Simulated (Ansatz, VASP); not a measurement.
This is a calculation of AlFe3B for VASP 6.6.1.

INCAR

```
SYSTEM = AlFe3B
ALGO     = Fast           ! electronic algorithm
EDIFF    = 1E-7           ! SCF threshold, eV
ENCUT    = 520            ! plane-wave cutoff, eV
GGA      = PS             ! functional
ISIF     = 2              ! what is computed and relaxed
ISMEAR   = -1             ! smearing method
ISPIN    = 2              ! spin polarisation
LASPH    = .True.         ! aspherical terms in the spheres
LCHARG   = .False.        ! write CHGCAR
LMAXMIX  = 4              ! l up to which the mixer works
LORBIT   = 11             ! projections on sites
LREAL    = .False.        ! projectors in reciprocal space
LWAVE    = .False.        ! write WAVECAR
MAGMOM   = 3 3 3 0 0      ! initial moments
NBANDS   = 27             ! bands
NELM     = 150            ! most SCF steps
PREC     = Accurate       ! precision mode
SIGMA    = 0.05           ! smearing width, eV
```

File KPOINTS:

```
k-points
0
Gamma
  6 6 6
  0 0 0
```

File POSCAR:

```
AlFe3B
1.0
    3.6694291200      0.0000000000      0.0000000000
    0.0000000000      3.6694291200      0.0000000000
    0.0000000000      0.0000000000      3.8223220000
Fe Al B
3 1 1
Direct
    0.0000000000      0.0000000000      0.5000000000
    0.0000000000      0.5000000000      0.0000000000
    0.5000000000      0.0000000000      0.0000000000
    0.5000000000      0.5000000000      0.5000000000
    0.0000000000      0.0000000000      0.0000000000
```

Potentials or basis: VASP PAW PBE potentials, release 64 (Fe, Al, B).

Run with:

```console
$ cat potpaw_PBE.64/Fe/POTCAR potpaw_PBE.64/Al/POTCAR potpaw_PBE.64/B/POTCAR > POTCAR
$ mpirun -np 1 vasp_std > vasp.out
```

Q: Translate it to Ansatz 0.2.0. Potentials there: Ansatz PAW.

A: As run (the cutoff follows the program's own potentials):

The input input.yaml:

```yaml
crystal:
  lattice:
    - [3.66942912, 0.0, 0.0]
    - [0.0, 3.66942912, 0.0]
    - [0.0, 0.0, 3.822322]
  atoms:
    - { symbol: Fe, position: [0.0, 0.0, 0.5], spin: 3.0 }
    - { symbol: Fe, position: [0.0, 0.5, 0.0], spin: 3.0 }
    - { symbol: Fe, position: [0.5, 0.0, 0.0], spin: 3.0 }
    - { symbol: Al, position: [0.5, 0.5, 0.5] }
    - { symbol: B, position: [0.0, 0.0, 0.0] }
hamiltonian:
  xc: pbesol
  pseudopotentials: { kind: paw }
magnetization:
  spin_polarized: true
kpoints:
  mp_grid: { grid: [6, 6, 6] }
scf:
  occupations: { method: fermi_dirac, width: 0.05 }
output:
  forces: true
  stress: true
  eigenvalues: true
```

Potentials or basis: Ansatz PAW.

Command:

```console
$ ansatz run input.yaml --threads 2 --pin off --max-ram 5632MiB --backend cpu --events-out ev --progress --plain --runs-dir out
```

Both were run:

|  | VASP | Ansatz | Ansatz less VASP |
| --- | --- | --- | --- |
| gap on the k mesh at the Fermi level (eV) | none | none | - |
| pressure (GPa) | 10.6 | 9.7 | -0.91 |
| traceless stress, the component that is largest in VASP (GPa) | -11.01 | -10.96 | +0.052 |
| net moment per atom (μB) | 0.78 | 0.77 | -0.004 |
| size of the moment on the site where the two differ most (μB) | 1.35 | 1.24 | -0.116 |

VASP's potentials were made for PBE, not for PBEsol. Site moments also hang on the region over which each program counts them. A gap of «none» marks a metal or a gap that the smearing closes. VASP's potentials hold 30 valence electrons a cell and Ansatz's 54, so a difference there can come from the potentials and not from the codes.
